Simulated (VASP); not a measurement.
# Ag (I4/mmm) in VASP: notebook

Runs on Ag. Level: PBEsol. Tasks: single point.

Program: VASP 6.6.1. These are calculated values, not measurements. Logs are shortened: lines on timing, memory, paths and dates and some standing lists are left out, and cuts for length are marked.

### 1 The cell of the first run

It takes space group I4/mmm (No. 139, tetragonal). The conventional cell has a = 3.034 Å, b = 3.034 Å, c = 3.944 Å, α = 90.00°, β = 90.00°, γ = 90.00°. Ag (site symmetry 4/mmm) has 14 Ag at 2.91 to 3.94 Å within 4.0 Å.

### 2 Single point, PBEsol

INCAR

```
SYSTEM = Ag
PREC = Accurate ; ENCUT = 520
EDIFF = 1E-7 ; ISMEAR = 0
SIGMA = 0.15 ; LREAL = .False.
LASPH = .True. ; NELM = 100
ALGO = Fast ; ISIF = 2
LWAVE = .False. ; LCHARG = .False.
GGA = PS ; NBANDS = 12
```

KPOINTS

```
Automatic mesh
0
Gamma
  22 22 22
  0 0 0
```

POSCAR

```
Ag
1.0
   -1.5170100756      1.5170100756      1.9721130982
    1.5170100756     -1.5170100756      1.9721130982
    1.5170100756      1.5170100756     -1.9721130982
Ag
1
Direct
    0.0000000000      0.0000000000      0.0000000000
```

Potentials or basis: VASP PAW PBE potentials, release 64 (Ag).

Started as:

```
cat potpaw_PBE.64/Ag/POTCAR > POTCAR
mpirun -np 1 vasp_std > vasp.out
```

OUTCAR:

```text
SYSTEM = Ag
   PREC = Accurate
   ENCUT = 520
   EDIFF = 1E-7
   ISMEAR = 0
   LREAL = .False.
   LASPH = .True.
   NELM = 100
   ISIF = 2
   GGA = PS

 ion  position               nearest neighbor table
   1  0.000  0.000  0.000-

  LATTYP: Found a body centered tetragonal cell.
 ALAT       =     3.0340201512
 C/A-ratio  =     1.2999999999

  Lattice vectors:

 A1 = (  -1.5170100756,   1.5170100756,   1.9721130982)
 A2 = (   1.5170100756,  -1.5170100756,   1.9721130982)
 A3 = (   1.5170100756,   1.5170100756,  -1.9721130982)

Analysis of symmetry for initial positions (statically):
=====================================================================
 Subroutine PRICEL returns:
 Original cell was already a primitive cell.

 Routine SETGRP: Setting up the symmetry group for a
 body centered tetragonal supercell.

 Subroutine GETGRP returns: Found 16 space group operations
 (whereof 16 operations were pure point group operations)
 out of a pool of 16 trial point group operations.

The static configuration has the point symmetry D_4h.

Analysis of symmetry for dynamics (positions and initial velocities):
=====================================================================
 Subroutine PRICEL returns:
 Original cell was already a primitive cell.

 Routine SETGRP: Setting up the symmetry group for a
 body centered tetragonal supercell.

 Subroutine GETGRP returns: Found 16 space group operations
 (whereof 16 operations were pure point group operations)
 out of a pool of 16 trial point group operations.

The dynamic configuration has the point symmetry D_4h.

 Subroutine INISYM returns: Found 16 space group operations
 (whereof 16 operations are pure point group operations),
 and found     1 'primitive' translations

----------------------------------------------------------------------------------------

                                     Primitive cell

  volume of cell :      18.1538

  direct lattice vectors                    reciprocal lattice vectors
    -1.517010076  1.517010076  1.972113098     0.000000000  0.329595701  0.253535155
     1.517010076 -1.517010076  1.972113098     0.329595701  0.000000000  0.253535155
     1.517010076  1.517010076 -1.972113098     0.329595701  0.329595701  0.000000000

  length of vectors
     2.914081195  2.914081195  2.914081195     0.415828572  0.415828572  0.466118711

  position of ions in fractional coordinates (direct lattice)
     0.000000000  0.000000000  0.000000000

[... 78 lines left out ...]
   NSW    =      0    number of steps for IOM
   IBRION =     -1    ionic relax: 0-MD 1-quasi-New 2-CG
   NFREE  =      0    steps in history (QN), initial steepest desc. (CG)
   ISIF   =      2    stress and relaxation
   ISYM   =      2    0-nonsym 1-usesym 2-fastsym
   POTIM  = 0.5000    time-step for ionic-motion
   TEBEG  =    0.0;   TEEND  =   0.0 temperature during run
   PSTRESS=    0.0 pullay stress
   NELECT =      11.0000    total number of electrons
   NUPDOWN=      -1.0000    fix difference up-down
   EMIN   =  10.00;   EMAX   =-10.00  energy-range for DOS
   EFERMI =   0.00;   METHOD = LEGACY
   ISMEAR =     0;   SIGMA  =   0.15  broadening in eV -4-tet -1-fermi 0-gaus
   EFERMI_NEDOS =   21; number of points for ismear=-14 and -15
   IALGO  =     68    algorithm
   IMIX   =      4    mixing-type and parameters
     AMIX     =   0.40;   BMIX     =  1.00
     AMIX_MAG =   1.60;   BMIX_MAG =  1.00
  volume/ion in A,a.u.               =      18.15       122.51
  Fermi-wavevector in a.u.,A,eV,Ry     =   1.385318  2.617871 26.111022  1.919106
  Thomas-Fermi vector in A             =   2.509739
   LORBIT       =      0    0 simple, 1 ext, 2 COOP (PROOUT), +10 PAW based schemes
   GGA     = PS    functional components
   LHFCALC =     F    Hartree Fock is set to
   AEXX    =    0.0000 exact exchange contribution
   IVDW    =     0    specifies the selected vdW correction
   LEPSILON=     F    determine dielectric tensor
   LRPA    =     F    only Hartree local field effects (RPA)
 non-spin polarized calculation
 RMM-DIIS sequential band-by-band and
 Gauss-broadening in eV      SIGMA  =   0.15
  energy-cutoff  :      520.00
  volume of cell :       18.15
 maximum number of plane-waves:       515
 NGX is ok and might be reduce to    24
   NGX = 11   NGY = 11   NGZ = 11

 number of electron      11.0000002 magnetization

 Free energy of the ion-electron system (eV)
  ---------------------------------------------------
  ext. energy  EPLUGINS =         0.00000000
  ---------------------------------------------------
  free energy    TOTEN  =        -3.26374626 eV

  energy without entropy =       -3.26083705  energy(sigma->0) =       -3.26229165

 E-fermi :   7.3835     XC(G=0): -12.0412

 val. band max:        7.3664115449   @ k =  -0.3182  -0.3182   0.1364
 cond. band min:       7.3891531675   @ k =  -0.3182   0.3182   0.2273
 fundamental gap:      0.0227416226
 Fermi energy:         7.3834986109

 k-point     1 :       0.0000    0.0000    0.0000
  band No.  band energies     occupation
      1       0.0142      2.00000
      2       2.7068      2.00000
      3       2.7068      2.00000
      4       3.1514      2.00000
      5       3.5216      2.00000
      6       3.9825      2.00000
      7      23.3317      0.00000
      8      26.1390      0.00000
      9      26.1390      0.00000
     10      27.0864      0.00000
     11      31.0994      0.00000
     12      31.3371      0.00000
[... 331 lines left out ...]
 k-point    24 :      -0.4545    0.0455   -0.0000
  band No.  band energies     occupation
      1       1.4374      2.00000
      2       2.6101      2.00000
      3       3.0887      2.00000
      4       4.2850      2.00000
      5       4.4631      2.00000
      6       6.5315      2.00000
      7      11.6419      0.00000
      8      22.1276      0.00000
      9      23.5561      0.00000
     10      25.6432      0.00000
     11      28.7828      0.00000
     12      29.9495      0.00000

 [... further k-points ...]
[... 5 lines left out ...]
  --------------------------------------------------------------------------------------
  -------------------------------------------------------------------------------------
  Total       -0.9631636     -0.9631636     -0.7733238      0.0000000      0.0000000      0.0000000
  in kB      -85.0044998    -85.0044998    -68.2500892      0.0000000      0.0000000      0.0000000
  external PRESSURE =     -79.4196963 kB  Pullay stress =       0.0000000 kB

 VOLUME and BASIS-vectors are now :
 -----------------------------------------------------------------------------
  energy-cutoff  :      520.00
  volume of cell :       18.15
      direct lattice vectors                 reciprocal lattice vectors
    -1.517010076  1.517010076  1.972113098     0.000000000  0.329595701  0.253535155
     1.517010076 -1.517010076  1.972113098     0.329595701  0.000000000  0.253535155
     1.517010076  1.517010076 -1.972113098     0.329595701  0.329595701  0.000000000

 POSITION                                       TOTAL-FORCE (eV/Angst)
 -----------------------------------------------------------------------------------
      0.00000      0.00000      0.00000         0.000000      0.000000     -0.000000
 -----------------------------------------------------------------------------------
    total drift:                                0.000000      0.000000      0.000000

  FREE ENERGIE OF THE ION-ELECTRON SYSTEM (eV)
  ---------------------------------------------------
  free  energy   TOTEN  =        -3.2637462621 eV

  energy  without entropy=       -3.2608370459  energy(sigma->0) =       -3.26229165
```

OSZICAR:

```text
N       E                     dE             d eps       ncg     rms          rms(c)
DAV:   1     0.509316185518E+02    0.50932E+02   -0.54483E+03 20248   0.819E+02
DAV:   2    -0.277938221674E+01   -0.53711E+02   -0.50684E+02 23072   0.190E+02
DAV:   3    -0.358823176747E+01   -0.80885E+00   -0.80835E+00 23640   0.249E+01
DAV:   4    -0.359067493951E+01   -0.24432E-02   -0.24431E-02 22992   0.144E+00
DAV:   5    -0.359069475975E+01   -0.19820E-04   -0.19820E-04 23628   0.117E-01    0.477E+00
RMM:   6    -0.327374467958E+01    0.31695E+00   -0.52105E-01 20128   0.645E+00    0.287E+00
RMM:   7    -0.326706552200E+01    0.66792E-02   -0.87256E-03 22345   0.106E+00    0.173E+00
RMM:   8    -0.326376196081E+01    0.33036E-02   -0.61383E-04 23142   0.256E-01    0.196E-01
RMM:   9    -0.326374755968E+01    0.14401E-04   -0.97328E-05 24246   0.840E-02    0.533E-02
RMM:  10    -0.326374574431E+01    0.18154E-05   -0.16619E-05 24188   0.321E-02    0.163E-02
RMM:  11    -0.326374626711E+01   -0.52280E-06   -0.45311E-06 23689   0.134E-02    0.598E-03
RMM:  12    -0.326374626210E+01    0.50127E-08   -0.46563E-07 20543   0.446E-03
   1 F= -.32637463E+01 E0= -.32622917E+01  d E =-.290922E-02
```

Wall time 1.8 min (1 thread of AMD EPYC 9R45 (Zen 5), shared host); peak memory 0.25 GiB.

What came out:

```yaml
Free_energy: -3.2637 eV
Pressure: -7.9 GPa
Band_gap_on_the_k_mesh: zero (an odd number of electrons rules out a gap without spin polarisation)
```

Caveat: the cell stands under tension; the PAW data sets were made with another functional, which shifts forces and pressure a little.

### 3 Single point, PBEsol

INCAR

```
PREC     = Accurate       # precision mode
ENCUT    = 520            # plane-wave cutoff, eV
EDIFF    = 1E-7           # SCF threshold, eV
ISMEAR   = 0              # smearing method
SIGMA    = 0.15           # smearing width, eV
LREAL    = F              # projectors in reciprocal space
LASPH    = T              # aspherical terms in the spheres
NELM     = 80             # most SCF steps
ALGO     = Fast           # electronic algorithm
ISIF     = 2              # what is computed and relaxed
LWAVE    = F              # write WAVECAR
LCHARG   = F              # write CHGCAR
GGA      = PS             # functional
NBANDS   = 12             # bands
```

KPOINTS

```
Automatic mesh
0
Gamma
  22 22 22
```

POSCAR

```
Ag
1.0
   -1.7023164932      1.7023164932      1.5661311738
    1.7023164932     -1.7023164932      1.5661311738
    1.7023164932      1.7023164932     -1.5661311738
Ag
1
Direct
    0.0000000000      0.0000000000      0.0000000000
```

Potentials or basis: VASP PAW PBE potentials, release 64 (Ag).

Started as:

```
cat potpaw_PBE.64/Ag/POTCAR > POTCAR
mpirun -np 1 vasp_std > vasp.out
```

Run time: 1.7 min. Hardware: 1 thread of AMD EPYC 9R45 (Zen 5), shared host; peak memory 0.25 GiB.

It converged, with:

| Item | Value |
| --- | --- |
| Free energy | -3.2400 eV |
| Pressure | -7.4 GPa |
| Band gap on the k mesh | zero (an odd number of electrons rules out a gap without spin polarisation) |

Stress tensor (GPa, compression positive):
```
-7.23  0.00  0.00
 0.00 -7.23  0.00
 0.00  0.00 -7.61
```

Levels at points of the mesh, in eV from the Fermi level:
```
           k point  band 3  band 4  band 5  band 6  band 7  band 8  band 9  band 10
(0.00, 0.00, 0.00)   -4.51   -4.51   -3.69   -3.27   17.16   17.16   18.77    22.54
(0.50, 0.00, 0.00)   -3.51   -3.13   -2.54    0.21    4.09   12.66   13.31    18.80
(0.50, 0.50, 0.00)   -3.79   -3.45   -2.59   -0.27    3.27   14.03   15.21    20.21
(0.50, 0.50, 0.50)   -2.79   -2.79   -2.68    5.91    5.91    8.32   11.26    12.25
```

Caveat: the cell stands under tension; the PAW data sets were made with another functional, which shifts forces and pressure a little.
